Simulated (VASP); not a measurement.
Input of a VASP 6.6.1 run:

POSCAR

```
N
1.0
   14.0000000000      0.0000000000      0.0000000000
    0.0000000000     14.4000000000      0.0000000000
    0.0000000000      0.0000000000     14.8000000000
N
1
Direct
    0.5000000000      0.5000000000      0.5000000000
```

INCAR.step1

```
SYSTEM = N
  PREC = Accurate
  ENCUT = 520
  EDIFF = 1E-5
  ISMEAR = -1
  SIGMA = 0.01
  LREAL = .FALSE.
  LASPH = .TRUE.
  NELM = 150
  ALGO = Normal
  ISIF = 2
  LWAVE = .TRUE.
  ISPIN = 2
  MAGMOM = 3
  LORBIT = 11
  NBANDS = 12
  GGA = PE
  ISYM = 0
```

INCAR.step2

```
SYSTEM = N
  PREC = Accurate
  ENCUT = 520
  EDIFF = 1E-6
  ISMEAR = -1
  SIGMA = 0.01
  LREAL = .FALSE.
  LASPH = .TRUE.
  NELM = 150
  ALGO = Normal
  ISIF = 2
  LWAVE = .FALSE.
  LCHARG = .TRUE.
  ISPIN = 2
  MAGMOM = 3
  LORBIT = 11
  GGA = PE
  LHFCALC = .TRUE.
  AEXX = 0.25
  PRECFOCK = Normal
  LELF = .TRUE.
  LVHAR = .TRUE.
  NBANDS = 12
  ISTART = 1
  ISYM = 0
```

KPOINTS

```
Automatic mesh
0
G
  1 1 1
  0 0 0
```

Potentials or basis: VASP PAW PBE potentials, release 64 (N).

Run with:

```console
$ cat potpaw_PBE.64/N/POTCAR > POTCAR
$ cp INCAR.step1 INCAR
$ mpirun -np 1 vasp_gam > vasp.out
$ cp INCAR.step2 INCAR
$ mpirun -np 1 vasp_gam > vasp.out
```

Question: What does it give for the band gap on the k mesh?

Answer: 7.87 eV.

Question: Predict the net moment.

Answer: 3.00 μB per cell.

Question: What does it give for the site moments?

Answer: N +1.96 μB.
